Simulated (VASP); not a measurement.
Set up this calculation in VASP 6.6.1, as the native input.

```
Task                               : single point
Functional                         : PBE-based screened hybrid with 100 % exact exchange
Potentials or basis                : VASP PAW PBE potentials, release 64 (Si, C_h)
Cutoff                             : 1000 eV
k mesh                             : 4 × 4 × 4
Occupations                        : gaussian, width 0.01 eV
Spin                               : no spin polarisation
Dipole correction                  : no
Grid for exact exchange (PRECFOCK) : Normal
Share of exact exchange            : 1
Further INCAR settings             : ALGO = Normal; EDIFF = 1e-06; NBANDS = 11
Screening parameter                : 0.1 1/Å
```

SiC:

```xyz
2
Lattice="0.0000 2.1781 2.1781 2.1781 0.0000 2.1781 2.1781 2.1781 0.0000" Properties=species:S:1:pos:R:3 pbc="T T T"
Si    0.0000    0.0000    0.0000
C     1.0890    1.0890    1.0890
```

The input as run:

POSCAR

```
SiC
1.0
    0.0000000000      2.1780523476      2.1780523476
    2.1780523476      0.0000000000      2.1780523476
    2.1780523476      2.1780523476      0.0000000000
Si C
1 1
Direct
    0.0000000000      0.0000000000      0.0000000000
    0.2500000000      0.2500000000      0.2500000000
```

INCAR.step1

```
SYSTEM = SiC
ALGO     = Normal         ! electronic algorithm
EDIFF    = 1E-5           ! SCF threshold, eV
ENCUT    = 1000           ! plane-wave cutoff, eV
GGA      = PE             ! functional
GGA_COMPAT= .False.      
ISIF     = 2              ! what is computed and relaxed
ISMEAR   = 0              ! smearing method
LASPH    = .True.         ! aspherical terms in the spheres
LCHARG   = .False.        ! write CHGCAR
LREAL    = .False.        ! projectors in reciprocal space
LWAVE    = .True.         ! write WAVECAR
NBANDS   = 11             ! bands
NELM     = 120            ! most SCF steps
PREC     = Accurate       ! precision mode
SIGMA    = 0.01           ! smearing width, eV
```

INCAR.step2

```
SYSTEM = SiC
AEXX     = 1.0            ! exact-exchange fraction
AGGAC    = 1.0          
ALDAC    = 1.0          
ALGO     = Normal         ! electronic algorithm
EDIFF    = 1E-6           ! SCF threshold, eV
ENCUT    = 1000           ! plane-wave cutoff, eV
GGA      = PE             ! functional
GGA_COMPAT= .False.      
HFSCREEN = 0.1            ! screening, 1/A
ISIF     = 2              ! what is computed and relaxed
ISMEAR   = 0              ! smearing method
ISTART   = 1            
LASPH    = .True.         ! aspherical terms in the spheres
LCHARG   = .False.        ! write CHGCAR
LHFCALC  = .True.         ! exact exchange
LREAL    = .False.        ! projectors in reciprocal space
LWAVE    = .False.        ! write WAVECAR
NBANDS   = 11             ! bands
NELM     = 120            ! most SCF steps
PREC     = Accurate       ! precision mode
PRECFOCK = Normal       
SIGMA    = 0.01           ! smearing width, eV
```

KPOINTS

```
k-points
0
Gamma
  4 4 4
  0 0 0
```

Potentials or basis: VASP PAW PBE potentials, release 64 (Si, C_h).

The run is started by

```bash
$ cat potpaw_PBE.64/Si/POTCAR potpaw_PBE.64/C_h/POTCAR > POTCAR
$ cp INCAR.step1 INCAR
$ mpirun -np 1 vasp_std > vasp.out
$ cp INCAR.step2 INCAR
$ mpirun -np 1 vasp_std > vasp.out
```

Results of the run:

The pressure is -16.1 GPa and the band gap on the k mesh is 6.79 eV (least direct gap 11.18 eV).

Caveat: the k points lie up to 0.62 Å⁻¹ apart; the PAW data sets were made with another functional, which shifts forces and pressure a little.

Wall time 2.4 min on 1 thread of Intel(R) Xeon(R) Platinum 8375C CPU @ 2.90GHz (Ice Lake), on a shared host, peak memory 0.27 GiB.
